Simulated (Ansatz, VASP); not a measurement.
## One calculation of O, two programs

```xyz
2
Lattice="9.0000 0.0000 0.0000 0.0000 9.5000 0.0000 0.0000 0.0000 10.0000" Properties=species:S:1:pos:R:3 pbc="T T T"
O     4.5000    4.7500    4.3950
O     4.5000    4.7500    5.6050
```

Alike in both runs: functional PBEsol; k mesh 1 × 1 × 1; occupations fermi-dirac, width 0.02 eV; collinear spin.

Ansatz relaxed the structure, and its values are those at the end. VASP's run is a single point on that final structure, the one shown.

|  | VASP | Ansatz |
| --- | --- | --- |
| version | VASP 6.6.1 | Ansatz 0.2.0 |
| potentials or method | VASP PAW PBE potentials, release 64 (O), cutoff 520 eV | plane waves, PAW |
| valence electrons in the cell | 12 | 12 |

```csv
,VASP,Ansatz,Ansatz less VASP
rms of the force components (eV/Å),0.795,0.001,-0.7943
net moment per atom (μB),1.00,1.00,0.000
size of the moment on the site where the two differ most (μB),0.81,0.55,-0.255
```

VASP's potentials were made for PBE, not for PBEsol. Site moments also hang on the region over which each program counts them. One of these differences is far larger than is usual between the two programs; its cause wasn't traced. Ansatz's warnings: end state compared, stress scf threshold loose.

Noted on VASP's run: the standard files for N, O and F lose accuracy on very short bonds.
